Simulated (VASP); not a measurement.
# GaAs (F-43m) in VASP: further runs

Runs on GaAs. Level: r2SCAN. Tasks: single point.

All numbers are computed with VASP 6.6.1; they aren't measurements. Logs are shortened: lines on timing, memory, paths and dates and some standing lists are left out, and cuts for length are marked.

**Experimental background.**

“Evidence of valence band perturbations in GaAsN/GaAs(001): A combined variable-angle spectroscopic ellipsometry and modulated photoreflectance investigation”, 2008, arxiv:0805.2212 reports, for a bulk crystal of GaAs at 300 K: band gap 1.412 ± 0.01 eV (direct).

How close the calculation comes is told below.

## 1. The cell of the first run

The structure is cubic, space group F-43m (No. 216). The conventional cell has a = 5.777 Å, b = 5.777 Å, c = 5.777 Å, α = 90.00°, β = 90.00°, γ = 90.00°. Within 3.3 Å of Ga (site symmetry -43m) lie 4 As at 2.50 Å. Within 3.3 Å of As (site symmetry -43m) lie 4 Ga at 2.50 Å.

## 2. Single point, r2SCAN (volume changed by +6%)

POSCAR

```
GaAs
1.0
    0.0000000000      2.8886479500      2.8886479500
    2.8886479500      0.0000000000      2.8886479500
    2.8886479500      2.8886479500      0.0000000000
Ga As
1 1
Direct
    0.0000000000      0.0000000000      0.0000000000
    0.2500000000      0.2500000000      0.2500000000
```

INCAR.step1

```
  ALGO = Normal
  EDIFF = 1E-5
  ENCUT = 550
  GGA = PE
  GGA_COMPAT = False
  ISMEAR = 0
  LASPH = True
  LCHARG = False
  LREAL = False
  LWAVE = True
  NBANDS = 16
  NELM = 120
  PREC = Accurate
  SIGMA = 0.01
```

INCAR.step2

```
  ALGO = Normal
  EDIFF = 1E-6
  ENCUT = 550
  GGA_COMPAT = False
  ISIF = 2
  ISMEAR = 0
  ISTART = 1
  LASPH = True
  LCHARG = False
  LMIXTAU = True
  LREAL = False
  LWAVE = False
  METAGGA = R2SCAN
  NBANDS = 16
  NELM = 120
  PREC = Accurate
  SIGMA = 0.01
```

KPOINTS

```
k-points
0
Gamma
  6 6 6
```

Potentials or basis: VASP PAW PBE potentials, release 64 (Ga_d, As).

On the command line:

```console
cat potpaw_PBE.64/Ga_d/POTCAR potpaw_PBE.64/As/POTCAR > POTCAR
cp INCAR.step1 INCAR
mpirun -np 1 vasp_std > vasp.out
cp INCAR.step2 INCAR
mpirun -np 1 vasp_std > vasp.out
```

OUTCAR:

```text
EDIFF = 1E-6
   ENCUT = 550
   ISIF = 2
   ISMEAR = 0
   ISTART = 1
   LASPH = True
   LREAL = False
   METAGGA = R2SCAN
   NELM = 120
   PREC = Accurate

 ion  position               nearest neighbor table
   1  0.000  0.000  0.000-   2 2.50   2 2.50   2 2.50   2 2.50
   2  0.250  0.250  0.250-   1 2.50   1 2.50   1 2.50   1 2.50

  LATTYP: Found a face centered cubic cell.
 ALAT       =     5.7772959000

  Lattice vectors:

 A1 = (   0.0000000000,   2.8886479500,   2.8886479500)
 A2 = (   2.8886479500,   0.0000000000,   2.8886479500)
 A3 = (   2.8886479500,   2.8886479500,   0.0000000000)

Analysis of symmetry for initial positions (statically):
=====================================================================
 Subroutine PRICEL returns:
 Original cell was already a primitive cell.

 Routine SETGRP: Setting up the symmetry group for a
 face centered cubic supercell.

 Subroutine GETGRP returns: Found 24 space group operations
 (whereof 24 operations were pure point group operations)
 out of a pool of 48 trial point group operations.

The static configuration has the point symmetry T_d .

Analysis of symmetry for dynamics (positions and initial velocities):
=====================================================================
 Subroutine PRICEL returns:
 Original cell was already a primitive cell.

 Routine SETGRP: Setting up the symmetry group for a
 face centered cubic supercell.

 Subroutine GETGRP returns: Found 24 space group operations
 (whereof 24 operations were pure point group operations)
 out of a pool of 48 trial point group operations.

The dynamic configuration has the point symmetry T_d .

 Subroutine INISYM returns: Found 24 space group operations
 (whereof 24 operations are pure point group operations),
 and found     1 'primitive' translations

----------------------------------------------------------------------------------------

                                     Primitive cell

  volume of cell :      48.2074

  direct lattice vectors                    reciprocal lattice vectors
     0.000000000  2.888647950  2.888647950    -0.173091359  0.173091359  0.173091359
     2.888647950  0.000000000  2.888647950     0.173091359 -0.173091359  0.173091359
     2.888647950  2.888647950  0.000000000     0.173091359  0.173091359 -0.173091359

  length of vectors
     4.085165108  4.085165108  4.085165108     0.299803029  0.299803029  0.299803029

  position of ions in fractional coordinates (direct lattice)
     0.000000000  0.000000000  0.000000000
     0.250000000  0.250000000  0.250000000

  ion indices of the primitive-cell ions
   primitive index   ion index
                 1           1
                 2           2

----------------------------------------------------------------------------------------

 KPOINTS: k-points

Automatic generation of k-mesh.
 Grid dimensions read from file:
 generate k-points for:    6    6    6

 Generating k-lattice:

  Cartesian coordinates                     Fractional coordinates (reciprocal lattice)
    -0.028848560  0.028848560  0.028848560     0.166666667  0.000000000  0.000000000
     0.028848560 -0.028848560  0.028848560     0.000000000  0.166666667  0.000000000
     0.028848560  0.028848560 -0.028848560     0.000000000  0.000000000  0.166666667

  Length of vectors
     0.049967171  0.049967171  0.049967171

  Shift w.r.t. Gamma in fractional coordinates (k-lattice)
     0.000000000  0.000000000  0.000000000

 Subroutine IBZKPT returns following result:
 ===========================================

 Found     16 irreducible k-points:

 Following reciprocal coordinates:
            Coordinates               Weight
  0.000000  0.000000  0.000000      1.000000
  0.166667  0.000000  0.000000      8.000000
  0.333333  0.000000  0.000000      8.000000
  0.500000  0.000000  0.000000      4.000000
  0.166667  0.166667  0.000000      6.000000
  0.333333  0.166667  0.000000     24.000000
[... 8 lines left out ...]
 -0.333333  0.333333  0.166667     24.000000
 -0.333333  0.500000  0.166667     12.000000
   k-points           NKPTS =     16   k-points in BZ     NKDIM =     16   number of bands    NBANDS=     16
   number of dos      NEDOS =    301   number of ions     NIONS =      2
   total plane-waves  NPLWV =  32768
   dimension x,y,z NGX =    32 NGY =   32 NGZ =   32
   dimension x,y,z NGXF=    64 NGYF=   64 NGZF=   64
   ions per type =               1   1
   NGX,Y,Z   is equivalent  to a cutoff of  13.02, 13.02, 13.02 a.u.
   NGXF,Y,Z  is equivalent  to a cutoff of  26.04, 26.04, 26.04 a.u.
 SYSTEM =  unknown system
   PREC   = accura    normal or accurate (medium, high low for compatibility)
   ISTART =      1    job   : 0-new  1-cont  2-samecut
   ICHARG =      0    charge: 1-file 2-atom 10-const
   ISPIN  =      1    spin polarized calculation?
   LNONCOLLINEAR =      F non collinear calculations
   LSORBIT =      F    spin-orbit coupling
   LASPH  =      T    aspherical Exc in radial PAW
   ENCUT  =  550.0 eV  40.42 Ry    6.36 a.u.   7.81  7.81  7.81*2*pi/ulx,y,z
   NELM   =    120;   NELMIN=  2; NELMDL=  0     # of ELM steps
   EDIFF  = 0.1E-05   stopping-criterion for ELM
   LREAL  =      F    real-space projection
   EDIFFG = 0.1E-04   stopping-criterion for IOM
   NSW    =      0    number of steps for IOM
   IBRION =     -1    ionic relax: 0-MD 1-quasi-New 2-CG
   NFREE  =      0    steps in history (QN), initial steepest desc. (CG)
   ISIF   =      2    stress and relaxation
   ISYM   =      2    0-nonsym 1-usesym 2-fastsym
   POTIM  = 0.5000    time-step for ionic-motion
   TEBEG  =    0.0;   TEEND  =   0.0 temperature during run
   PSTRESS=    0.0 pullay stress
   NELECT =      18.0000    total number of electrons
   NUPDOWN=      -1.0000    fix difference up-down
   EMIN   =  10.00;   EMAX   =-10.00  energy-range for DOS
   EFERMI =   0.00;   METHOD = LEGACY
   ISMEAR =     0;   SIGMA  =   0.01  broadening in eV -4-tet -1-fermi 0-gaus
   EFERMI_NEDOS =   21; number of points for ismear=-14 and -15
   IALGO  =     38    algorithm
   IMIX   =      4    mixing-type and parameters
     AMIX     =   0.40;   BMIX     =  1.00
     AMIX_MAG =   1.60;   BMIX_MAG =  1.00
  volume/ion in A,a.u.               =      24.10       162.66
  Fermi-wavevector in a.u.,A,eV,Ry     =   1.178857  2.227716 18.908062  1.389703
  Thomas-Fermi vector in A             =   2.315178
   LORBIT       =      0    0 simple, 1 ext, 2 COOP (PROOUT), +10 PAW based schemes
   METAGGA = R2SCAN    functional components
   LHFCALC =     F    Hartree Fock is set to
   AEXX    =    0.0000 exact exchange contribution
   IVDW    =     0    specifies the selected vdW correction
   LEPSILON=     F    determine dielectric tensor
   LRPA    =     F    only Hartree local field effects (RPA)
 non-spin polarized calculation
 Gauss-broadening in eV      SIGMA  =   0.01
  energy-cutoff  :      550.00
  volume of cell :       48.21
 maximum number of plane-waves:      1428
   NGX = 15   NGY = 15   NGZ = 15

 number of electron      17.9999989 magnetization

 Free energy of the ion-electron system (eV)
  ---------------------------------------------------
  ext. energy  EPLUGINS =         0.00000000
  ---------------------------------------------------
  free energy    TOTEN  =       -27.00407405 eV

  energy without entropy =      -27.00407405  energy(sigma->0) =      -27.00407405

 E-fermi :   3.1987     XC(G=0):  -9.9445

 val. band max:        3.0947749886   @ k =   0.0000   0.0000   0.0000
 cond. band min:       3.5778008628   @ k =   0.0000   0.0000   0.0000
 fundamental gap:      0.4830258742
 Fermi energy:         3.1986804857

 k-point     1 :       0.0000    0.0000    0.0000
  band No.  band energies     occupation
      1     -12.0535      2.00000
      2     -12.0535      2.00000
      3     -12.0535      2.00000
      4     -11.9799      2.00000
      5     -11.9799      2.00000
      6      -9.6544      2.00000
[... 8 lines left out ...]
     15      13.5664      0.00000
     16      13.5664      0.00000

 k-point     2 :       0.1667    0.0000    0.0000
  band No.  band energies     occupation
      1     -12.0720      2.00000
      2     -12.0484      2.00000
      3     -12.0484      2.00000
      4     -11.9800      2.00000
      5     -11.9800      2.00000
      6      -9.3484      2.00000
[... 8 lines left out ...]
     15      12.5660      0.00000
     16      12.5660      0.00000

 k-point     3 :       0.3333    0.0000    0.0000
  band No.  band energies     occupation
      1     -12.1051      2.00000
      2     -12.0397      2.00000
      3     -12.0397      2.00000
      4     -11.9785      2.00000
      5     -11.9785      2.00000
      6      -8.5669      2.00000
[... 8 lines left out ...]
     15      13.1590      0.00000
     16      13.1590      0.00000

 k-point     4 :       0.5000    0.0000    0.0000
  band No.  band energies     occupation
      1     -12.1202      2.00000
      2     -12.0363      2.00000
      3     -12.0363      2.00000
      4     -11.9768      2.00000
      5     -11.9768      2.00000
      6      -8.0023      2.00000
[... 8 lines left out ...]
     15      15.3263      0.00000
     16      15.3263      0.00000

 k-point     5 :       0.1667    0.1667    0.0000
  band No.  band energies     occupation
      1     -12.0825      2.00000
      2     -12.0434      2.00000
      3     -12.0434      2.00000
      4     -11.9841      2.00000
      5     -11.9771      2.00000
      6      -9.2457      2.00000
[... 8 lines left out ...]
     15      13.0952      0.00000
     16      14.0213      0.00000

 k-point     6 :       0.3333    0.1667    0.0000
  band No.  band energies     occupation
      1     -12.1086      2.00000
      2     -12.0357      2.00000
      3     -12.0338      2.00000
      4     -11.9863      2.00000
      5     -11.9750      2.00000
      6      -8.6093      2.00000
[... 8 lines left out ...]
     15      14.2611      0.00000
     16      14.3970      0.00000

 k-point     7 :       0.5000    0.1667    0.0000
  band No.  band energies     occupation
      1     -12.1249      2.00000
      2     -12.0326      2.00000
      3     -12.0296      2.00000
      4     -11.9829      2.00000
      5     -11.9755      2.00000
      6      -7.8743      2.00000
[... 8 lines left out ...]
     15      15.0013      0.00000
     16      15.3429      0.00000

 k-point     8 :      -0.3333    0.1667    0.0000
  band No.  band energies     occupation
      1     -12.1191      2.00000
      2     -12.0336      2.00000
      3     -12.0331      2.00000
      4     -11.9800      2.00000
      5     -11.9788      2.00000
      6      -8.0799      2.00000
[... 8 lines left out ...]
     15      13.4745      0.00000
     16      15.2224      0.00000

 k-point     9 :      -0.1667    0.1667    0.0000
  band No.  band energies     occupation
      1     -12.0949      2.00000
      2     -12.0426      2.00000
      3     -12.0394      2.00000
      4     -11.9822      2.00000
      5     -11.9781      2.00000
      6      -8.8756      2.00000
[... 8 lines left out ...]
     15      13.3426      0.00000
     16      14.0553      0.00000

 k-point    10 :       0.3333    0.3333    0.0000
  band No.  band energies     occupation
      1     -12.1295      2.00000
      2     -12.0224      2.00000
      3     -12.0224      2.00000
      4     -11.9945      2.00000
      5     -11.9715      2.00000
      6      -8.1721      2.00000
[... 8 lines left out ...]
     15      15.3548      0.00000
     16      16.4092      0.00000

 k-point    11 :       0.5000    0.3333    0.0000
  band No.  band energies     occupation
      1     -12.1402      2.00000
      2     -12.0199      2.00000
      3     -12.0171      2.00000
      4     -11.9942      2.00000
      5     -11.9716      2.00000
      6      -7.5401      2.00000
[... 8 lines left out ...]
     15      15.7217      0.00000
     16      16.1454      0.00000

 k-point    12 :      -0.3333    0.3333    0.0000
  band No.  band energies     occupation
      1     -12.1338      2.00000
      2     -12.0265      2.00000
      3     -12.0216      2.00000
      4     -11.9864      2.00000
      5     -11.9767      2.00000
      6      -7.4891      2.00000
[... 8 lines left out ...]
     15      13.1614      0.00000
     16      17.6191      0.00000

 k-point    13 :       0.5000    0.5000    0.0000
  band No.  band energies     occupation
      1     -12.1495      2.00000
      2     -12.0116      2.00000
      3     -12.0116      2.00000
      4     -12.0001      2.00000
      5     -11.9687      2.00000
      6      -7.3101      2.00000
[... 8 lines left out ...]
     15      16.5203      0.00000
     16      16.7826      0.00000

 k-point    14 :       0.5000    0.3333    0.1667
  band No.  band energies     occupation
      1     -12.1268      2.00000
      2     -12.0297      2.00000
      3     -12.0241      2.00000
      4     -11.9882      2.00000
      5     -11.9746      2.00000
      6      -7.9439      2.00000
[... 8 lines left out ...]
     15      14.5162      0.00000
     16      16.4803      0.00000

 k-point    15 :      -0.3333    0.3333    0.1667
  band No.  band energies     occupation
      1     -12.1336      2.00000
      2     -12.0289      2.00000
      3     -12.0197      2.00000
      4     -11.9863      2.00000
      5     -11.9765      2.00000
      6      -7.4884      2.00000
[... 8 lines left out ...]
     15      15.5995      0.00000
     16      16.0589      0.00000

 k-point    16 :      -0.3333    0.5000    0.1667
  band No.  band energies     occupation
      1     -12.1416      2.00000
      2     -12.0224      2.00000
      3     -12.0140      2.00000
      4     -11.9923      2.00000
      5     -11.9735      2.00000
      6      -7.2759      2.00000
[... 8 lines left out ...]
     15      15.5148      0.00000
     16      16.8065      0.00000

------------------------ aborting loop because EDIFF is reached ----------------------------------------

  FORCE on cell =-STRESS in cart. coord.  units (eV):
  Direction    XX          YY          ZZ          XY          YZ          ZX
  --------------------------------------------------------------------------------------
  -------------------------------------------------------------------------------------
  Total       -1.1002208     -1.1002208     -1.1002208      0.0000000      0.0000000      0.0000000
  in kB      -36.5659258    -36.5659258    -36.5659258      0.0000000      0.0000000      0.0000000
  external PRESSURE =     -36.5659258 kB  Pullay stress =       0.0000000 kB

 VOLUME and BASIS-vectors are now :
 -----------------------------------------------------------------------------
  energy-cutoff  :      550.00
  volume of cell :       48.21
      direct lattice vectors                 reciprocal lattice vectors
     0.000000000  2.888647950  2.888647950    -0.173091359  0.173091359  0.173091359
     2.888647950  0.000000000  2.888647950     0.173091359 -0.173091359  0.173091359
     2.888647950  2.888647950  0.000000000     0.173091359  0.173091359 -0.173091359

 POSITION                                       TOTAL-FORCE (eV/Angst)
 -----------------------------------------------------------------------------------
      0.00000      0.00000      0.00000        -0.000000     -0.000000     -0.000000
      1.44432      1.44432      1.44432         0.000000      0.000000      0.000000
 -----------------------------------------------------------------------------------
    total drift:                               -0.000000     -0.000000     -0.000001

  FREE ENERGIE OF THE ION-ELECTRON SYSTEM (eV)
  ---------------------------------------------------
  free  energy   TOTEN  =       -27.0040740515 eV

  energy  without entropy=      -27.0040740515  energy(sigma->0) =      -27.00407405
```

It took 1.7 min on 1 thread of Intel Xeon 8259CL, shared host; peak memory 0.18 GiB.

What came out:

- Free energy: -27.0041 eV
- Pressure: -3.7 GPa
- Band gap on the k mesh: 0.48 eV, direct

Levels at points of the mesh, in eV from the valence-band top:
```
           k point  band 7  band 8  band 9  band 10  band 11  band 12
(0.00, 0.00, 0.00)    0.00    0.00    0.00     0.48     4.02     4.02
(0.50, 0.00, 0.00)   -6.47   -1.09   -1.09     1.16     4.96     4.96
(0.50, 0.50, 0.00)   -6.70   -2.55   -2.55     1.86     1.96    10.33
```

Caveat: the cell differs from its parent crystal (volume changed by +6%); the PAW data sets were made with another functional, which shifts forces and pressure a little.

## 3. Single point, r2SCAN

This run uses another cell than the first one, of 22.74 Å³/atom, 0.943 times its volume.

POSCAR

```
GaAs
1.0
    0.0000000000      2.8330831924      2.8330831924
    2.8330831924      0.0000000000      2.8330831924
    2.8330831924      2.8330831924      0.0000000000
Ga As
1 1
Direct
    0.0000000000      0.0000000000      0.0000000000
    0.2500000000      0.2500000000      0.2500000000
```

INCAR.step1

```
  PREC = Accurate
  ENCUT = 550
  ISMEAR = 0
  SIGMA = 0.01
  LREAL = F
  LASPH = T
  NELM = 120
  NBANDS = 16
  GGA = PE
  ALGO = Normal
  EDIFF = 1E-5
  LWAVE = T
  LCHARG = F
  GGA_COMPAT = F
```

INCAR.step2

```
  PREC = Accurate
  ENCUT = 550
  EDIFF = 1E-6
  ISMEAR = 0
  SIGMA = 0.01
  LREAL = F
  LASPH = T
  NELM = 120
  ALGO = Normal
  ISIF = 2
  LWAVE = F
  LCHARG = F
  METAGGA = R2SCAN
  LMIXTAU = T
  NBANDS = 16
  ISTART = 1
  GGA_COMPAT = F
```

KPOINTS

```
regular mesh
0
Gamma
  8 8 8
```

Potentials or basis: VASP PAW PBE potentials, release 64 (Ga_d, As).

On the command line:

```console
cat potpaw_PBE.64/Ga_d/POTCAR potpaw_PBE.64/As/POTCAR > POTCAR
cp INCAR.step1 INCAR
mpirun -np 1 vasp_std > vasp.out
cp INCAR.step2 INCAR
mpirun -np 1 vasp_std > vasp.out
```

Wall time 2.2 min (1 thread of Intel Xeon 8259CL, shared host); peak memory 0.19 GiB.

It converged, with:

```
Free energy            : -27.0532 eV
Pressure               : 0.1 GPa
Band gap on the k mesh : 0.94 eV, direct
```

Levels at points of the mesh, in eV from the valence-band top:
```tsv
k point	band 5	band 6	band 7	band 8	band 9	band 10	band 11	band 12	band 13	band 14
(0.00, 0.00, 0.00)	-15.14	-13.16	0.00	0.00	0.00	0.94	4.04	4.04	4.04	8.22
(0.50, 0.00, 0.00)	-15.13	-11.33	-6.78	-1.17	-1.17	1.34	4.98	4.98	8.28	11.09
(0.50, 0.50, 0.00)	-15.12	-10.56	-6.96	-2.75	-2.75	1.77	1.95	10.81	10.81	11.69
```

Caveat: the PAW data sets were made with another functional, which shifts forces and pressure a little.

## 4. How close it comes

Step 3. Against the measured gap of GaAs, 1.412 eV (direct; 300 K; “Evidence of valence band perturbations in GaAsN/GaAs(001): A combined variable-angle spectroscopic ellipsometry and modulated photoreflectance investigation”, 2008, arxiv:0805.2212), the calculated 0.94 eV is off by -0.47 eV. 3 values of this kind are on record (1.412 to 1.51 eV); this one was drawn at random among those near their median, those with a stated uncertainty first. Spin-orbit coupling on As, Ga is left out. The value is that of r2SCAN on a finite k mesh, which can miss the band edges, without temperature or zero-point motion.
